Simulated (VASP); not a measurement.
HgTe (Coloradoite), 2 atoms in the cell. It takes space group F-43m (No. 216, cubic). The conventional cell has a = 6.528 Å, b = 6.528 Å, c = 6.528 Å, α = 90.00°, β = 90.00°, γ = 90.00°. Within 3.7 Å of Hg (site symmetry -43m) lie 4 Te at 2.83 Å. Within 3.7 Å of Te (site symmetry -43m) lie 4 Hg at 2.83 Å. 

- Program: VASP 6.6.1
- Task: single point
- Functional: r2SCAN
- Potentials or basis: VASP PAW PBE potentials, release 64 (Hg, Te)
- Cutoff: 520 eV
- k mesh: 9 × 9 × 9
- Occupations: fermi-dirac, width 0.1 eV
- Spin: no spin polarisation
- Dipole correction: no
- Further INCAR settings: ALGO = Normal; EDIFF = 1e-06; NBANDS = 16

Potentials or basis: VASP PAW PBE potentials, release 64 (Hg, Te).

Command:

```sh
$ cat potpaw_PBE.64/Hg/POTCAR potpaw_PBE.64/Te/POTCAR > POTCAR
$ cp INCAR.step1 INCAR
$ mpirun -np 1 vasp_std > vasp.out
$ cp INCAR.step2 INCAR
$ mpirun -np 1 vasp_std > vasp.out
```

Hardware: 1 thread of Intel(R) Xeon(R) 6975P-C (Granite Rapids), with other jobs on the host.

Question: How long does it take, and how much memory?

Answer: Run time: 61 s on 1 thread of Intel(R) Xeon(R) 6975P-C (Granite Rapids) (shared host), peak memory 0.23 GiB. Counts: k points 35.
